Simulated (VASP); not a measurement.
SrTiO3: single point with LDA

Crystal: SrTiO3.

```
CELL_PARAMETERS angstrom
3.81831 0.00000 0.00000
0.00000 3.81831 0.00000
0.00000 0.00000 3.81831
ATOMIC_POSITIONS crystal
Sr 0.00000 0.00000 0.00000
Ti 0.50000 0.50000 0.50000
O 0.00000 0.50000 0.50000
O 0.50000 0.00000 0.50000
O 0.50000 0.50000 0.00000
```

```yaml
Program: VASP 6.6.1
Task: single point
Functional: LDA
Potentials_or_basis: VASP PAW LDA potentials, release 64 (Sr_sv, Ti_sv, O)
Cutoff: 600 eV
k_mesh: 8 × 8 × 8
Occupations: gaussian, width 0.05 eV
Spin: no spin polarisation
```

```yaml
Pressure: 7.0 GPa
Band_gap_on_the_k_mesh: 1.86 eV (least direct gap 2.17 eV)
```

Levels at points of the mesh, in eV from the valence-band top:
```tsv
k point	band 18	band 19	band 20	band 21	band 22	band 23
(0.00, 0.00, 0.00)	-0.31	-0.31	-0.31	1.86	1.86	1.86
(0.50, 0.00, 0.00)	-2.27	-0.72	-0.72	2.08	4.10	4.10
(0.50, 0.50, 0.00)	-1.65	-1.65	-0.11	4.11	4.11	4.57
(0.50, 0.50, 0.50)	0.00	0.00	0.00	4.87	4.87	4.87
```

It took 98 s on 1 thread of Oxide Virtual Turin-like Processor (shared host), peak memory 0.17 GiB.

Caveat: the cell stands under pressure. A k mesh can miss the band edges.
